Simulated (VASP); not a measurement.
## ZnCu: single point with PBE

The system is ZnCu.

```
Zn Cu
1.0
     2.94500    0.00000    0.00000
     0.00000    2.94500    0.00000
     0.00000    0.00000    2.94500
Zn Cu
1 1
Direct
  0.50000 0.50000 0.50000
  0.00000 0.00000 0.00000
```

```json
{
 "Program": "VASP 6.6.1",
 "Task": "single point",
 "Functional": "PBE",
 "Potentials or basis": "VASP PAW PBE potentials, release 64 (Zn, Cu)",
 "Cutoff": "520 eV",
 "k mesh": "8 × 8 × 8",
 "Occupations": "fermi-dirac, width 0.05 eV",
 "Spin": "no spin polarisation",
 "Dipole correction": "no",
 "Further INCAR settings": "ALGO = Normal; EDIFF = 1e-07; NBANDS = 18"
}
```

The pressure is 3.2 GPa. The band gap on the k mesh is zero (an odd number of electrons rules out a gap without spin polarisation).

Levels at points of the mesh, in eV from the Fermi level:
```tsv
k point	band 8	band 9	band 10	band 11	band 12	band 13	band 14	band 15
(0.00, 0.00, 0.00)	-3.34	-2.49	-2.49	-2.49	6.46	6.46	6.46	11.49
(0.50, 0.00, 0.00)	-3.45	-3.04	-3.04	-2.56	-1.77	11.94	11.94	12.58
(0.50, 0.50, 0.00)	-2.64	-2.64	-2.25	-1.66	-1.66	1.99	2.34	14.17
(0.50, 0.50, 0.50)	-4.05	-2.23	-2.23	4.09	4.57	4.57	4.57	4.75
```

It took 25 s on 1 thread of Intel Xeon 8259CL, on a shared host, peak memory 0.14 GiB.

Caveat: the cell stands under pressure.
